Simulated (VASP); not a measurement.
# Re (I4/mmm) in VASP: further runs

Re is run at these levels: PBE; tasks: single point.

All numbers are computed with VASP 6.6.1; they aren't measurements. Logs are shortened: lines on timing, memory, paths and dates and some standing lists are left out, and cuts for length are marked.

**1. The cell of the first run**

It takes space group I4/mmm (No. 139, tetragonal). The conventional cell has a = 2.793 Å, b = 2.793 Å, c = 3.891 Å, α = 90.00°, β = 90.00°, γ = 90.00°. Within 3.7 Å of Re (site symmetry 4/mmm) lie 12 Re at 2.77 to 2.79 Å.

**2. Single point, PBE (strain -0.0150 x Voigt [0, 1, 0, 0, 0, 0])**

File INCAR:

```
ALGO = Normal
EDIFF = 1E-7
ENCUT = 520
GGA = PE
ISIF = 2
ISMEAR = 0
LASPH = T
LCHARG = F
LREAL = F
LWAVE = F
NBANDS = 10
NELM = 60
PREC = Accurate
SIGMA = 0.15
```

File KPOINTS:

```
k-points
0
Gamma
  20 20 20
```

File POSCAR:

```
Re
1.0
    0.0000000000      1.9453750000      1.9750000000
    1.9750000000      0.0000000000      1.9750000000
    1.9750000000      1.9453750000      0.0000000000
Re
1
Direct
    0.0000000000      0.0000000000      0.0000000000
```

Potentials or basis: VASP PAW PBE potentials, release 64 (Re).

Command:

```bash
cat potpaw_PBE.64/Re/POTCAR > POTCAR
mpirun -np 1 vasp_std > vasp.out
```

OUTCAR:

```text
EDIFF = 1E-7
   ENCUT = 520
   GGA = PE
   ISIF = 2
   ISMEAR = 0
   LASPH = T
   LREAL = F
   NELM = 60
   PREC = Accurate

 ion  position               nearest neighbor table
   1  0.000  0.000  0.000-

  LATTYP: Found a body centered tetragonal cell.
 ALAT       =     2.7930717857
 C/A-ratio  =     1.3930003589

  Lattice vectors:

 A1 = (   0.0000000000,  -1.9453750000,   1.9750000000)
 A2 = (   0.0000000000,  -1.9453750000,  -1.9750000000)
 A3 = (   1.9750000000,   1.9453750000,   0.0000000000)

Analysis of symmetry for initial positions (statically):
=====================================================================
 Subroutine PRICEL returns:
 Original cell was already a primitive cell.

 Routine SETGRP: Setting up the symmetry group for a
 body centered tetragonal supercell.

 Subroutine GETGRP returns: Found 16 space group operations
 (whereof 16 operations were pure point group operations)
 out of a pool of 16 trial point group operations.

The static configuration has the point symmetry D_4h.

Analysis of symmetry for dynamics (positions and initial velocities):
=====================================================================
 Subroutine PRICEL returns:
 Original cell was already a primitive cell.

 Routine SETGRP: Setting up the symmetry group for a
 body centered tetragonal supercell.

 Subroutine GETGRP returns: Found 16 space group operations
 (whereof 16 operations were pure point group operations)
 out of a pool of 16 trial point group operations.

The dynamic configuration has the point symmetry D_4h.

 Subroutine INISYM returns: Found 16 space group operations
 (whereof 16 operations are pure point group operations),
 and found     1 'primitive' translations

----------------------------------------------------------------------------------------

                                     Primitive cell

  volume of cell :      15.1764

  direct lattice vectors                    reciprocal lattice vectors
     0.000000000  1.945375000  1.975000000    -0.253164557  0.257019855  0.253164557
     1.975000000  0.000000000  1.975000000     0.253164557 -0.257019855  0.253164557
     1.975000000  1.945375000  0.000000000     0.253164557  0.257019855 -0.253164557

  length of vectors
     2.772202895  2.793071786  2.772202895     0.440730974  0.440730974  0.440730974

  position of ions in fractional coordinates (direct lattice)
     0.000000000  0.000000000  0.000000000

  ion indices of the primitive-cell ions
   primitive index   ion index
                 1           1

----------------------------------------------------------------------------------------

 KPOINTS: k-points

Automatic generation of k-mesh.
 Grid dimensions read from file:
 generate k-points for:   20   20   20

 Generating k-lattice:

  Cartesian coordinates                     Fractional coordinates (reciprocal lattice)
    -0.012658228  0.012850993  0.012658228     0.050000000  0.000000000  0.000000000
     0.012658228 -0.012850993  0.012658228    -0.000000000  0.050000000 -0.000000000
     0.012658228  0.012850993 -0.012658228     0.000000000  0.000000000  0.050000000

  Length of vectors
     0.022036549  0.022036549  0.022036549

  Shift w.r.t. Gamma in fractional coordinates (k-lattice)
     0.000000000  0.000000000  0.000000000

 Subroutine IBZKPT returns following result:
 ===========================================

 Found    641 irreducible k-points:

 Following reciprocal coordinates:
            Coordinates               Weight
  0.000000  0.000000  0.000000      1.000000
  0.050000  0.000000 -0.000000      8.000000
  0.100000  0.000000 -0.000000      8.000000
  0.150000  0.000000 -0.000000      8.000000
  0.200000  0.000000 -0.000000      8.000000
  0.250000  0.000000 -0.000000      8.000000
[... 16 lines left out ...]
 -0.400000  0.050000  0.000000     16.000000
 -0.350000  0.050000  0.000000     16.000000
 [... further k-points ...]
   k-points           NKPTS =    641   k-points in BZ     NKDIM =    641   number of bands    NBANDS=     10
   number of dos      NEDOS =    301   number of ions     NIONS =      1
   total plane-waves  NPLWV =  13824
   dimension x,y,z NGX =    24 NGY =   24 NGZ =   24
   dimension x,y,z NGXF=    48 NGYF=   48 NGZF=   48
   ions per type =               1
   NGX,Y,Z   is equivalent  to a cutoff of  14.39, 14.28, 14.39 a.u.
   NGXF,Y,Z  is equivalent  to a cutoff of  28.79, 28.57, 28.79 a.u.
 SYSTEM =  unknown system
   PREC   = accura    normal or accurate (medium, high low for compatibility)
   ISTART =      0    job   : 0-new  1-cont  2-samecut
   ICHARG =      2    charge: 1-file 2-atom 10-const
   ISPIN  =      1    spin polarized calculation?
   LNONCOLLINEAR =      F non collinear calculations
   LSORBIT =      F    spin-orbit coupling
   LASPH  =      T    aspherical Exc in radial PAW
   ENCUT  =  520.0 eV  38.22 Ry    6.18 a.u.   5.15  5.19  5.15*2*pi/ulx,y,z
   NELM   =     60;   NELMIN=  2; NELMDL= -5     # of ELM steps
   EDIFF  = 0.1E-06   stopping-criterion for ELM
   LREAL  =      F    real-space projection
   EDIFFG = 0.1E-05   stopping-criterion for IOM
   NSW    =      0    number of steps for IOM
   IBRION =     -1    ionic relax: 0-MD 1-quasi-New 2-CG
   NFREE  =      0    steps in history (QN), initial steepest desc. (CG)
   ISIF   =      2    stress and relaxation
   ISYM   =      2    0-nonsym 1-usesym 2-fastsym
   POTIM  = 0.5000    time-step for ionic-motion
   TEBEG  =    0.0;   TEEND  =   0.0 temperature during run
   PSTRESS=    0.0 pullay stress
   NELECT =       7.0000    total number of electrons
   NUPDOWN=      -1.0000    fix difference up-down
   EMIN   =  10.00;   EMAX   =-10.00  energy-range for DOS
   EFERMI =   0.00;   METHOD = LEGACY
   ISMEAR =     0;   SIGMA  =   0.15  broadening in eV -4-tet -1-fermi 0-gaus
   EFERMI_NEDOS =   21; number of points for ismear=-14 and -15
   IALGO  =     38    algorithm
   IMIX   =      4    mixing-type and parameters
     AMIX     =   0.40;   BMIX     =  1.00
     AMIX_MAG =   1.60;   BMIX_MAG =  1.00
  volume/ion in A,a.u.               =      15.18       102.42
  Fermi-wavevector in a.u.,A,eV,Ry     =   1.264887  2.390290 21.768487  1.599939
  Thomas-Fermi vector in A             =   2.398169
   LORBIT       =      0    0 simple, 1 ext, 2 COOP (PROOUT), +10 PAW based schemes
   GGA     = PE    functional components
   LHFCALC =     F    Hartree Fock is set to
   AEXX    =    0.0000 exact exchange contribution
   IVDW    =     0    specifies the selected vdW correction
   LEPSILON=     F    determine dielectric tensor
   LRPA    =     F    only Hartree local field effects (RPA)
 non-spin polarized calculation
 Gauss-broadening in eV      SIGMA  =   0.15
  energy-cutoff  :      520.00
  volume of cell :       15.18
 maximum number of plane-waves:       424
 NGX is ok and might be reduce to    24
   NGX = 11   NGY = 11   NGZ = 11

 number of electron       7.0000000 magnetization

 Free energy of the ion-electron system (eV)
  ---------------------------------------------------
  ext. energy  EPLUGINS =         0.00000000
  ---------------------------------------------------
  free energy    TOTEN  =       -12.36329990 eV

  energy without entropy =      -12.35353172  energy(sigma->0) =      -12.35841581

 E-fermi :   7.7852     XC(G=0): -13.5608

 val. band max:        7.7799391527   @ k =   0.3500   0.2000  -0.0000
 cond. band min:       7.7872485558   @ k =   0.2000   0.1500   0.0500
 fundamental gap:      0.0073094031
 Fermi energy:         7.7852481775

 k-point     1 :       0.0000    0.0000    0.0000
  band No.  band energies     occupation
      1      -2.1427      2.00000
      2       5.8697      2.00000
      3       5.8697      2.00000
      4       6.0802      2.00000
      5       8.8352      0.00000
      6       9.1203      0.00000
      7      21.6583      0.00000
      8      26.9693      0.00000
      9      26.9693      0.00000
     10      27.4825      0.00000

 k-point     2 :       0.0500    0.0000   -0.0000
  band No.  band energies     occupation
      1      -2.0299      2.00000
      2       5.8245      2.00000
      3       5.9227      2.00000
      4       6.1014      2.00000
      5       8.7958      0.00000
      6       9.0742      0.00000
      7      21.8778      0.00000
      8      26.4814      0.00000
      9      27.1722      0.00000
     10      27.5528      0.00000

 k-point     3 :       0.1000    0.0000   -0.0000
  band No.  band energies     occupation
      1      -1.7010      2.00000
      2       5.6447      2.00000
      3       6.0642      2.00000
      4       6.2203      2.00000
      5       8.7049      0.00000
      6       8.9617      0.00000
      7      22.4884      0.00000
      8      25.3173      0.00000
      9      27.7655      0.00000
     10      28.1186      0.00000

 k-point     4 :       0.1500    0.0000   -0.0000
  band No.  band energies     occupation
      1      -1.1868      2.00000
      2       5.3898      2.00000
      3       6.2346      2.00000
      4       6.3948      2.00000
      5       8.6457      0.00000
      6       8.8612      0.00000
      7      23.2064      0.00000
      8      24.2607      0.00000
      9      28.7073      0.00000
     10      29.0652      0.00000

 k-point     5 :       0.2000    0.0000   -0.0000
  band No.  band energies     occupation
      1      -0.5484      2.00000
      2       5.1734      2.00000
      3       6.3326      2.00000
      4       6.5164      2.00000
      5       8.7450      0.00000
      6       8.8966      0.00000
      7      22.6133      0.00000
      8      24.6548      0.00000
      9      29.9345      0.00000
     10      30.2999      0.00000

 k-point     6 :       0.2500    0.0000   -0.0000
  band No.  band energies     occupation
      1       0.1093      2.00000
      2       5.1260      2.00000
      3       6.2864      2.00000
      4       6.4973      2.00000
      5       9.0882      0.00000
      6       9.1681      0.00000
      7      21.5656      0.00000
      8      25.1152      0.00000
      9      31.5362      0.00000
     10      31.7712      0.00000
[... 183 lines left out ...]
 k-point    21 :       0.5000    0.0500   -0.0000
  band No.  band energies     occupation
      1       1.2146      2.00000
      2       5.5427      2.00000
      3       5.9186      2.00000
      4       7.6820      1.66962
      5      11.3783      0.00000
      6      11.6861      0.00000
      7      17.2680      0.00000
      8      21.3874      0.00000
      9      27.4029      0.00000
     10      27.6026      0.00000

 k-point    22 :      -0.4500    0.0500    0.0000
  band No.  band energies     occupation
      1       1.2150      2.00000
      2       5.5692      2.00000
      3       5.9213      2.00000
      4       7.5827      1.94387
      5      11.1800      0.00000
      6      11.7669      0.00000
      7      17.4042      0.00000
      8      21.4554      0.00000
      9      27.2865      0.00000
     10      27.9188      0.00000

 k-point    23 :      -0.4000    0.0500    0.0000
  band No.  band energies     occupation
      1       1.2010      2.00000
      2       5.6717      2.00000
      3       6.0013      2.00000
      4       6.9550      2.00000
      5      10.7182      0.00000
      6      11.4979      0.00000
      7      18.2148      0.00000
      8      21.9332      0.00000
      9      27.7224      0.00000
     10      28.8744      0.00000

 k-point    24 :      -0.3500    0.0500    0.0000
  band No.  band energies     occupation
      1       1.1201      2.00000
      2       5.8364      2.00000
      3       6.1264      2.00000
      4       6.1500      2.00000
      5      10.0995      0.00000
      6      10.9875      0.00000
      7      19.2887      0.00000
      8      22.8701      0.00000
      9      28.6445      0.00000
     10      30.3212      0.00000

 [... further k-points ...]

------------------------ aborting loop because EDIFF is reached ----------------------------------------

  FORCE on cell =-STRESS in cart. coord.  units (eV):
  Direction    XX          YY          ZZ          XY          YZ          ZX
  --------------------------------------------------------------------------------------
  -------------------------------------------------------------------------------------
  Total       -0.5771074     -0.1881218     -0.5771074      0.0000000      0.0000000      0.0000000
  in kB      -60.9255857    -19.8601337    -60.9255857      0.0000000      0.0000000      0.0000000
  external PRESSURE =     -47.2371017 kB  Pullay stress =       0.0000000 kB

 VOLUME and BASIS-vectors are now :
 -----------------------------------------------------------------------------
  energy-cutoff  :      520.00
  volume of cell :       15.18
      direct lattice vectors                 reciprocal lattice vectors
     0.000000000  1.945375000  1.975000000    -0.253164557  0.257019855  0.253164557
     1.975000000  0.000000000  1.975000000     0.253164557 -0.257019855  0.253164557
     1.975000000  1.945375000  0.000000000     0.253164557  0.257019855 -0.253164557

 POSITION                                       TOTAL-FORCE (eV/Angst)
 -----------------------------------------------------------------------------------
      0.00000      0.00000      0.00000         0.000000      0.000000      0.000000
 -----------------------------------------------------------------------------------
    total drift:                               -0.000000      0.000000      0.000000

  FREE ENERGIE OF THE ION-ELECTRON SYSTEM (eV)
  ---------------------------------------------------
  free  energy   TOTEN  =       -12.3632998958 eV

  energy  without entropy=      -12.3535317222  energy(sigma->0) =      -12.35841581
```

Wall time 2.4 min (1 thread of Intel Xeon 8259CL, shared host); peak memory 0.23 GiB.

What came out:

```
Free energy            : -12.3633 eV
Pressure               : -4.7 GPa
Band gap on the k mesh : zero (an odd number of electrons rules out a gap without spin polarisation)
```

Caveat: the cell differs from its parent crystal (strain -0.0150 x Voigt [0, 1, 0, 0, 0, 0]); the cell stands under tension; spin-orbit coupling is left out, which moves the levels of the heavy elements.

(Part 1 of 2 ends here.)
